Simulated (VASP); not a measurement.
# SnSe (Fm-3m) in VASP: further runs

The runs below take SnSe through single point, with PBE+D3(BJ).

Program: VASP 6.6.1. These are calculated values, not measurements. Logs are shortened: lines on timing, memory, paths and dates and some standing lists are left out, and cuts for length are marked.

## Step 1: The cell of the first run

Symmetry: Fm-3m, No. 225, cubic system. Conventional cell: a = 5.856 Å, b = 5.856 Å, c = 5.856 Å, α = 90.00°, β = 90.00°, γ = 90.00°. Sn (site symmetry m-3m) has 6 Se at 2.93 Å within 3.9 Å. Within 3.9 Å of Se (site symmetry m-3m) lie 6 Sn at 2.93 Å.

## Step 2: Single point, PBE+D3(BJ) (volume scaled by 0.94)

File INCAR:

```
SYSTEM = SnSe
ALGO = Normal
EDIFF = 1E-7
ENCUT = 520
GGA = PE
ISIF = 2
ISMEAR = 0
IVDW = 12
LASPH = .True.
LCHARG = .False.
LREAL = .False.
LWAVE = .False.
NBANDS = 17
NELM = 60
PREC = Accurate
SIGMA = 0.02
```

File KPOINTS:

```
k-points
0
Gamma
  10 10 10
  0 0 0
```

File POSCAR:

```
SnSe
1.0
    0.0000000000      2.9277564186      2.9277564186
    2.9277564186      0.0000000000      2.9277564186
    2.9277564186      2.9277564186      0.0000000000
Sn Se
1 1
Direct
    0.0000000000      0.0000000000      0.0000000000
    0.5000000000      0.5000000000      0.5000000000
```

Potentials or basis: VASP PAW PBE potentials, release 64 (Sn_d, Se).

Started as:

```bash
$ cat potpaw_PBE.64/Sn_d/POTCAR potpaw_PBE.64/Se/POTCAR > POTCAR
$ mpirun -np 1 vasp_std > vasp.out
```

OUTCAR:

```text
SYSTEM = SnSe
   EDIFF = 1E-7
   ENCUT = 520
   GGA = PE
   ISIF = 2
   ISMEAR = 0
   IVDW = 12
   LASPH = .True.
   LREAL = .False.
   NELM = 60
   PREC = Accurate
 IVDW          = 12

 ion  position               nearest neighbor table
   1  0.000  0.000  0.000-   2 2.93   2 2.93   2 2.93   2 2.93   2 2.93   2 2.93
   2  0.500  0.500  0.500-   1 2.93   1 2.93   1 2.93   1 2.93   1 2.93   1 2.93

  LATTYP: Found a face centered cubic cell.
 ALAT       =     5.8555128372

  Lattice vectors:

 A1 = (   0.0000000000,   2.9277564186,   2.9277564186)
 A2 = (   2.9277564186,   0.0000000000,   2.9277564186)
 A3 = (   2.9277564186,   2.9277564186,   0.0000000000)

Analysis of symmetry for initial positions (statically):
=====================================================================
 Subroutine PRICEL returns:
 Original cell was already a primitive cell.

 Routine SETGRP: Setting up the symmetry group for a
 face centered cubic supercell.

 Subroutine GETGRP returns: Found 48 space group operations
 (whereof 48 operations were pure point group operations)
 out of a pool of 48 trial point group operations.

The static configuration has the point symmetry O_h .

Analysis of symmetry for dynamics (positions and initial velocities):
=====================================================================
 Subroutine PRICEL returns:
 Original cell was already a primitive cell.

 Routine SETGRP: Setting up the symmetry group for a
 face centered cubic supercell.

 Subroutine GETGRP returns: Found 48 space group operations
 (whereof 48 operations were pure point group operations)
 out of a pool of 48 trial point group operations.

The dynamic configuration has the point symmetry O_h .

 Subroutine INISYM returns: Found 48 space group operations
 (whereof 48 operations are pure point group operations),
 and found     1 'primitive' translations

----------------------------------------------------------------------------------------

                                     Primitive cell

  volume of cell :      50.1920

  direct lattice vectors                    reciprocal lattice vectors
     0.000000000  2.927756419  2.927756419    -0.170779235  0.170779235  0.170779235
     2.927756419  0.000000000  2.927756419     0.170779235 -0.170779235  0.170779235
     2.927756419  2.927756419  0.000000000     0.170779235  0.170779235 -0.170779235

  length of vectors
     4.140472835  4.140472835  4.140472835     0.295798311  0.295798311  0.295798311

  position of ions in fractional coordinates (direct lattice)
     0.000000000  0.000000000  0.000000000
     0.500000000  0.500000000  0.500000000

  ion indices of the primitive-cell ions
   primitive index   ion index
                 1           1
                 2           2

----------------------------------------------------------------------------------------

 KPOINTS: k-points

Automatic generation of k-mesh.
 Grid dimensions read from file:
 generate k-points for:   10   10   10

 Generating k-lattice:

  Cartesian coordinates                     Fractional coordinates (reciprocal lattice)
    -0.017077923  0.017077923  0.017077923     0.100000000  0.000000000  0.000000000
     0.017077923 -0.017077923  0.017077923     0.000000000  0.100000000  0.000000000
     0.017077923  0.017077923 -0.017077923     0.000000000  0.000000000  0.100000000

  Length of vectors
     0.029579831  0.029579831  0.029579831

  Shift w.r.t. Gamma in fractional coordinates (k-lattice)
     0.000000000  0.000000000  0.000000000

 Subroutine IBZKPT returns following result:
 ===========================================

 Found     47 irreducible k-points:

 Following reciprocal coordinates:
            Coordinates               Weight
  0.000000  0.000000  0.000000      1.000000
  0.100000  0.000000  0.000000      8.000000
  0.200000  0.000000  0.000000      8.000000
  0.300000  0.000000  0.000000      8.000000
  0.400000  0.000000  0.000000      8.000000
  0.500000  0.000000  0.000000      4.000000
[... 16 lines left out ...]
  0.300000  0.300000  0.000000      6.000000
  0.400000  0.300000  0.000000     24.000000
 [... further k-points ...]
   k-points           NKPTS =     47   k-points in BZ     NKDIM =     47   number of bands    NBANDS=     17
   number of dos      NEDOS =    301   number of ions     NIONS =      2
   total plane-waves  NPLWV =  32768
   dimension x,y,z NGX =    32 NGY =   32 NGZ =   32
   dimension x,y,z NGXF=    64 NGYF=   64 NGZF=   64
   ions per type =               1   1
   NGX,Y,Z   is equivalent  to a cutoff of  12.85, 12.85, 12.85 a.u.
   NGXF,Y,Z  is equivalent  to a cutoff of  25.70, 25.70, 25.70 a.u.
 SYSTEM =  SnSe
   PREC   = accura    normal or accurate (medium, high low for compatibility)
   ISTART =      0    job   : 0-new  1-cont  2-samecut
   ICHARG =      2    charge: 1-file 2-atom 10-const
   ISPIN  =      1    spin polarized calculation?
   LNONCOLLINEAR =      F non collinear calculations
   LSORBIT =      F    spin-orbit coupling
   LASPH  =      T    aspherical Exc in radial PAW
   ENCUT  =  520.0 eV  38.22 Ry    6.18 a.u.   7.70  7.70  7.70*2*pi/ulx,y,z
   NELM   =     60;   NELMIN=  2; NELMDL= -5     # of ELM steps
   EDIFF  = 0.1E-06   stopping-criterion for ELM
   LREAL  =      F    real-space projection
   EDIFFG = 0.1E-05   stopping-criterion for IOM
   NSW    =      0    number of steps for IOM
   IBRION =     -1    ionic relax: 0-MD 1-quasi-New 2-CG
   NFREE  =      0    steps in history (QN), initial steepest desc. (CG)
   ISIF   =      2    stress and relaxation
   ISYM   =      2    0-nonsym 1-usesym 2-fastsym
   POTIM  = 0.5000    time-step for ionic-motion
   TEBEG  =    0.0;   TEEND  =   0.0 temperature during run
   PSTRESS=    0.0 pullay stress
   NELECT =      20.0000    total number of electrons
   NUPDOWN=      -1.0000    fix difference up-down
   EMIN   =  10.00;   EMAX   =-10.00  energy-range for DOS
   EFERMI =   0.00;   METHOD = LEGACY
   ISMEAR =     0;   SIGMA  =   0.02  broadening in eV -4-tet -1-fermi 0-gaus
   EFERMI_NEDOS =   21; number of points for ismear=-14 and -15
   IALGO  =     38    algorithm
   IMIX   =      4    mixing-type and parameters
     AMIX     =   0.40;   BMIX     =  1.00
     AMIX_MAG =   1.60;   BMIX_MAG =  1.00
  volume/ion in A,a.u.               =      25.10       169.36
  Fermi-wavevector in a.u.,A,eV,Ry     =   1.204684  2.276523 19.745646  1.451264
  Thomas-Fermi vector in A             =   2.340402
   LORBIT       =      0    0 simple, 1 ext, 2 COOP (PROOUT), +10 PAW based schemes
   GGA     = PE    functional components
   LHFCALC =     F    Hartree Fock is set to
   AEXX    =    0.0000 exact exchange contribution
   IVDW    =    12    specifies the selected vdW correction
   LEPSILON=     F    determine dielectric tensor
   LRPA    =     F    only Hartree local field effects (RPA)
 non-spin polarized calculation
 Gauss-broadening in eV      SIGMA  =   0.02
  energy-cutoff  :      520.00
  volume of cell :       50.19
 maximum number of plane-waves:      1369
   NGX = 15   NGY = 15   NGZ = 15

 number of electron      19.9999993 magnetization

 Free energy of the ion-electron system (eV)
  ---------------------------------------------------
  ext. energy  EPLUGINS =         0.00000000
  ---------------------------------------------------
  free energy    TOTEN  =        -8.11772499 eV

  energy without entropy =       -8.11772499  energy(sigma->0) =       -8.11772499

 E-fermi :   6.7859     XC(G=0):  -9.9815

 val. band max:        6.6388176262   @ k =  -0.2000   0.2000   0.0000
 cond. band min:       7.0640552495   @ k =  -0.4000   0.1000   0.0000
 fundamental gap:      0.4252376233
 Fermi energy:         6.7859479593

 k-point     1 :       0.0000    0.0000    0.0000
  band No.  band energies     occupation
      1     -15.0501      2.00000
      2     -15.0501      2.00000
      3     -15.0486      2.00000
      4     -15.0486      2.00000
      5     -15.0486      2.00000
      6      -7.9123      2.00000
[... 9 lines left out ...]
     16      12.3074      0.00000
     17      14.6476      0.00000

 k-point     2 :       0.1000    0.0000    0.0000
  band No.  band energies     occupation
      1     -15.0511      2.00000
      2     -15.0511      2.00000
      3     -15.0483      2.00000
      4     -15.0471      2.00000
      5     -15.0470      2.00000
      6      -7.8302      2.00000
[... 9 lines left out ...]
     16      12.5806      0.00000
     17      15.5182      0.00000

 k-point     3 :       0.2000    0.0000    0.0000
  band No.  band energies     occupation
      1     -15.0541      2.00000
      2     -15.0541      2.00000
      3     -15.0475      2.00000
      4     -15.0425      2.00000
      5     -15.0425      2.00000
      6      -7.5974      2.00000
[... 9 lines left out ...]
     16      13.2548      0.00000
     17      17.2952      0.00000

 k-point     4 :       0.3000    0.0000    0.0000
  band No.  band energies     occupation
      1     -15.0578      2.00000
      2     -15.0578      2.00000
      3     -15.0466      2.00000
      4     -15.0368      2.00000
      5     -15.0368      2.00000
      6      -7.2625      2.00000
[... 9 lines left out ...]
     16      14.2945      0.00000
     17      19.0904      0.00000

 k-point     5 :       0.4000    0.0000    0.0000
  band No.  band energies     occupation
      1     -15.0608      2.00000
      2     -15.0608      2.00000
      3     -15.0459      2.00000
      4     -15.0322      2.00000
      5     -15.0322      2.00000
      6      -6.9338      2.00000
[... 9 lines left out ...]
     16      15.6495      0.00000
     17      18.1256      0.00000

 k-point     6 :       0.5000    0.0000    0.0000
  band No.  band energies     occupation
      1     -15.0620      2.00000
      2     -15.0620      2.00000
      3     -15.0457      2.00000
      4     -15.0305      2.00000
      5     -15.0305      2.00000
      6      -6.7878      2.00000
[... 9 lines left out ...]
     16      16.8534      0.00000
     17      17.0302      0.00000

 k-point     7 :       0.1000    0.1000    0.0000
  band No.  band energies     occupation
      1     -15.0529      2.00000
      2     -15.0495      2.00000
      3     -15.0491      2.00000
      4     -15.0463      2.00000
      5     -15.0463      2.00000
      6      -7.8026      2.00000
[... 9 lines left out ...]
     16      13.1226      0.00000
     17      14.9350      0.00000

 k-point     8 :       0.2000    0.1000    0.0000
  band No.  band energies     occupation
      1     -15.0565      2.00000
      2     -15.0501      2.00000
      3     -15.0495      2.00000
      4     -15.0433      2.00000
      5     -15.0419      2.00000
      6      -7.6193      2.00000
[... 9 lines left out ...]
     16      13.8314      0.00000
     17      15.8901      0.00000
[... 203 lines left out ...]
      1     -15.0718      2.00000
      2     -15.0534      2.00000
      3     -15.0457      2.00000
      4     -15.0340      2.00000
      5     -15.0289      2.00000
      6      -6.6766      2.00000
[... 9 lines left out ...]
     16      17.1543      0.00000
     17      17.8041      0.00000

 k-point    20 :      -0.4000    0.2000    0.0000
  band No.  band energies     occupation
      1     -15.0691      2.00000
      2     -15.0561      2.00000
      3     -15.0422      2.00000
      4     -15.0350      2.00000
      5     -15.0307      2.00000
      6      -6.6395      2.00000
[... 9 lines left out ...]
     16      15.6180      0.00000
     17      18.7084      0.00000

 k-point    21 :      -0.3000    0.2000    0.0000
  band No.  band energies     occupation
      1     -15.0642      2.00000
      2     -15.0573      2.00000
      3     -15.0425      2.00000
      4     -15.0350      2.00000
      5     -15.0348      2.00000
      6      -6.8384      2.00000
[... 9 lines left out ...]
     16      16.1119      0.00000
     17      17.7014      0.00000

 k-point    22 :      -0.2000    0.2000    0.0000
  band No.  band energies     occupation
      1     -15.0588      2.00000
      2     -15.0572      2.00000
      3     -15.0453      2.00000
      4     -15.0395      2.00000
      5     -15.0352      2.00000
      6      -7.1476      2.00000
[... 9 lines left out ...]
     16      16.2439      0.00000
     17      16.5728      0.00000

 k-point    23 :       0.3000    0.3000    0.0000
  band No.  band energies     occupation
      1     -15.0758      2.00000
      2     -15.0548      2.00000
      3     -15.0431      2.00000
      4     -15.0325      2.00000
      5     -15.0325      2.00000
      6      -7.0403      2.00000
[... 9 lines left out ...]
     16      16.9686      0.00000
     17      16.9686      0.00000

 k-point    24 :       0.4000    0.3000    0.0000
  band No.  band energies     occupation
      1     -15.0813      2.00000
      2     -15.0547      2.00000
      3     -15.0435      2.00000
      4     -15.0297      2.00000
      5     -15.0286      2.00000
      6      -6.7850      2.00000
[... 9 lines left out ...]
     16      17.5900      0.00000
     17      18.1660      0.00000

 [... further k-points ...]

------------------------ aborting loop because EDIFF is reached ----------------------------------------

 Edisp (eV)   -0.76955

 E8    (eV) :    -0.3466

  FORCE on cell =-STRESS in cart. coord.  units (eV):
  Direction    XX          YY          ZZ          XY          YZ          ZX
  --------------------------------------------------------------------------------------
  -------------------------------------------------------------------------------------
  Total       1.18392     1.18392     1.18392     0.00000     0.00000    -0.00000
  in kB      37.79191    37.79191    37.79191     0.00000     0.00000    -0.00000
  external pressure =       37.79 kB  Pullay stress =        0.00 kB

 VOLUME and BASIS-vectors are now :
 -----------------------------------------------------------------------------
  energy-cutoff  :      520.00
  volume of cell :       50.19
      direct lattice vectors                 reciprocal lattice vectors
     0.000000000  2.927756419  2.927756419    -0.170779235  0.170779235  0.170779235
     2.927756419  0.000000000  2.927756419     0.170779235 -0.170779235  0.170779235
     2.927756419  2.927756419  0.000000000     0.170779235  0.170779235 -0.170779235

 POSITION                                       TOTAL-FORCE (eV/Angst)
 -----------------------------------------------------------------------------------
      0.00000      0.00000      0.00000        -0.000000     -0.000000      0.000000
      2.92776      2.92776      2.92776         0.000000      0.000000     -0.000000
 -----------------------------------------------------------------------------------
    total drift:                                0.000000     -0.000000     -0.000000

  FREE ENERGIE OF THE ION-ELECTRON SYSTEM (eV)
  ---------------------------------------------------
  free  energy   TOTEN  =        -8.8872706131 eV

  energy  without entropy=       -8.8872706131  energy(sigma->0) =       -8.88727061
```

Run time: 20 s. Hardware: 1 thread of Intel Xeon 6975P-C (Granite Rapids), shared host; peak memory 0.2 GiB.

What came out:

```
Free energy                : -8.8873 eV
Pressure                   : 3.8 GPa
Band gap on the k mesh     : 0.43 eV, indirect (least direct gap 0.58 eV)
Dispersion energy per atom : -0.385 eV
```

Levels at points of the mesh, in eV from the valence-band top:
```csv
k point,band 7,band 8,band 9,band 10,band 11,band 12,band 13,band 14
"(0.00, 0.00, 0.00)",-4.87,-2.52,-2.52,-2.52,4.55,4.55,4.55,5.67
"(0.50, 0.00, 0.00)",-8.59,-2.26,-2.26,-0.15,0.82,1.10,1.10,8.39
"(0.50, 0.50, 0.00)",-6.16,-6.12,-4.13,-4.13,2.64,5.74,5.74,6.43
```

Caveat: spin-orbit coupling is left out, which moves the levels of the heavy elements. A k mesh can miss the band edges.

## Step 3: Single point, PBE+D3(BJ) (volume scaled by 0.97)

File INCAR:

```
ALGO = Normal
EDIFF = 1E-7
ENCUT = 520
GGA = PE
ISIF = 2
ISMEAR = 0
IVDW = 12
LASPH = True
LCHARG = False
LREAL = False
LWAVE = False
NBANDS = 17
NELM = 60
PREC = Accurate
SIGMA = 0.02
```

File KPOINTS:

```
k-points
0
Gamma
  10 10 10
```

File POSCAR:

```
SnSe
1.0
    0.0000000000      2.9585771722      2.9585771722
    2.9585771722      0.0000000000      2.9585771722
    2.9585771722      2.9585771722      0.0000000000
Sn Se
1 1
Direct
    0.0000000000      0.0000000000      0.0000000000
    0.5000000000      0.5000000000      0.5000000000
```

Potentials or basis: VASP PAW PBE potentials, release 64 (Sn_d, Se).

Started as:

```bash
$ cat potpaw_PBE.64/Sn_d/POTCAR potpaw_PBE.64/Se/POTCAR > POTCAR
$ mpirun -np 1 vasp_std > vasp.out
```

It took 19 s on 1 thread of Intel Xeon 6975P-C (Granite Rapids), shared host; peak memory 0.2 GiB.

It converged, with:

- Free energy: -8.9149 eV
- Pressure: 1.7 GPa
- Band gap on the k mesh: 0.50 eV, indirect (least direct gap 0.60 eV)
- Dispersion energy per atom: -0.373 eV

Levels at points of the mesh, in eV from the valence-band top:
| k point | band 8 | band 9 | band 10 | band 11 | band 12 | band 13 |
| --- | --- | --- | --- | --- | --- | --- |
| (0.00, 0.00, 0.00) | -2.35 | -2.35 | -2.35 | 4.50 | 4.50 | 4.50 |
| (0.50, 0.00, 0.00) | -2.09 | -2.09 | -0.05 | 0.77 | 1.21 | 1.21 |
| (0.50, 0.50, 0.00) | -5.84 | -3.89 | -3.89 | 2.84 | 5.63 | 5.63 |

Caveat: spin-orbit coupling is left out, which moves the levels of the heavy elements. A k mesh can miss the band edges.
